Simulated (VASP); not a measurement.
# AlN: single point with LDA

Crystal: AlN.

```
Al N
1.0
     1.07653    2.69133    2.69133
     2.69133    1.07653    2.69133
     2.69133    2.69133    1.07653
Al N
1 1
Direct
  0.50000 0.50000 0.50000
  0.00000 0.00000 0.00000
```

This cell differs from its parent crystal: ratio of the length along [111] to the lengths across it x 2.0, volume and fractional coordinates fixed.

| Item | Value |
| --- | --- |
| Program | VASP 6.6.1 |
| Task | single point |
| Functional | LDA |
| Potentials or basis | VASP PAW LDA potentials, release 64 (Al, N) |
| Cutoff | 520 eV |
| k mesh | 10 × 10 × 10 |
| Occupations | gaussian, width 0.05 eV |
| Spin | no spin polarisation |

```json
{"Pressure": "52.9 GPa", "Band gap on the k mesh": "zero (band 4 reaches 13.62 eV, above the bottom of band 5 at 9.26 eV)"}
```

Stress tensor (GPa, compression positive):
```
 52.94 -38.73 -38.73
-38.73  52.94 -38.73
-38.73 -38.73  52.94
```

Levels at points of the mesh, in eV from the Fermi level:
```
           k point  band 1  band 2  band 3  band 4  band 5  band 6  band 7  band 8
(0.00, 0.00, 0.00)  -18.84   -8.10   -7.77    2.63    2.63   10.60   15.98   17.78
(0.50, 0.00, 0.00)  -13.28   -8.04   -4.38   -2.27    0.55    3.02    7.05   13.55
(0.50, 0.50, 0.00)  -13.10   -7.93   -5.92   -0.83    0.50    2.56    9.12   11.27
(0.50, 0.50, 0.50)  -18.05  -13.04    0.11    2.57    2.57    5.15   17.57   18.56
```

It took 65 s on 1 thread of Intel Xeon 8259CL, on a shared host, peak memory 0.16 GiB.
